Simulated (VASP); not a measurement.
A run of VASP 6.6.1 is set up as follows.

The input INCAR:

```
PREC     = Accurate       # precision mode
ENCUT    = 520            # plane-wave cutoff, eV
EDIFF    = 1E-6           # SCF threshold, eV
ISMEAR   = 0              # smearing method
SIGMA    = 0.1            # smearing width, eV
LREAL    = F              # projectors in reciprocal space
LASPH    = T              # aspherical terms in the spheres
NELM     = 100            # most SCF steps
ALGO     = Normal         # electronic algorithm
ISIF     = 2              # what is computed and relaxed
LWAVE    = F              # write WAVECAR
LCHARG   = T              # write CHGCAR
GGA      = PE             # functional
LELF     = T              # ELF
LVHAR    = T            
NBANDS   = 42             # bands
```

File KPOINTS:

```
Automatic mesh
0
Gamma
  8 8 8
```

File POSCAR:

```
SnS3
1.0
   -4.9002412969      4.9002412969      2.6010220408
    4.9002412969     -4.9002412969      2.6010220408
    4.9002412969      4.9002412969     -2.6010220408
Sn S
2 6
Direct
    0.0000000000      0.0000000000      0.0000000000
    0.7500000000      0.2500000000      0.5000000000
    0.5000000000      0.5000000000      0.0000000000
    0.8750000000      0.6250000000      0.7500000000
    0.8750000000      0.1250000000      0.2500000000
    0.8750000000      0.1250000000      0.7500000000
    0.3750000000      0.1250000000      0.2500000000
    0.2500000000      0.7500000000      0.5000000000
```

Potentials or basis: VASP PAW PBE potentials, release 64 (Sn_d, S).

Command:

```sh
$ cat potpaw_PBE.64/Sn_d/POTCAR potpaw_PBE.64/S/POTCAR > POTCAR
$ mpirun -np 1 vasp_std > vasp.out
```

Problem. What does it give for the band gap on the k mesh?

Solution. Zero (band 32 reaches 1.51 eV, above the bottom of band 33 at 1.44 eV).

Problem. What does it give for the pressure?

Solution. -0.1 GPa.

Caveat: spin-orbit coupling is left out, which moves the levels of the heavy elements.
